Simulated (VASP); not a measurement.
MgTl: electric field gradients with LDA

MgTl:

```xyz
2
Lattice="3.5608 0.0000 0.0000 0.0000 3.5608 0.0000 0.0000 0.0000 3.5608" Properties=species:S:1:pos:R:3 pbc="T T T"
Mg    0.0000    0.0000    0.0000
Tl    1.7804    1.7804    1.7804
```

| Item | Value |
| --- | --- |
| Program | VASP 6.6.1 |
| Task | electric field gradients |
| Functional | LDA |
| Potentials or basis | VASP PAW LDA potentials, release 64 (Mg, Tl_d) |
| Cutoff | 520 eV |
| k mesh | 9 × 9 × 9 |
| Occupations | fermi-dirac, width 0.05 eV |
| Spin | no spin polarisation |
| Dipole correction | no |
| Further INCAR settings | ALGO = Normal; EDIFF = 1e-08; NBANDS = 14 |

- Pressure: -0.2 GPa
- Band gap on the k mesh: zero (an odd number of electrons rules out a gap without spin polarisation)
- Largest electric field gradient by atom: zero within the noise of the run

Levels at points of the mesh, in eV from the Fermi level:
```csv
k point,band 3,band 4,band 5,band 6,band 7,band 8,band 9,band 10,band 11,band 12
"(0.00, 0.00, 0.00)",-11.56,-11.56,-11.56,-10.06,2.40,2.40,2.40,3.81,5.40,5.40
```

Wall time 26 s on 1 thread of Intel Xeon 8259CL, with other jobs on the host, peak memory 0.15 GiB.

Caveat: spin-orbit coupling is left out, which moves the levels of the heavy elements.
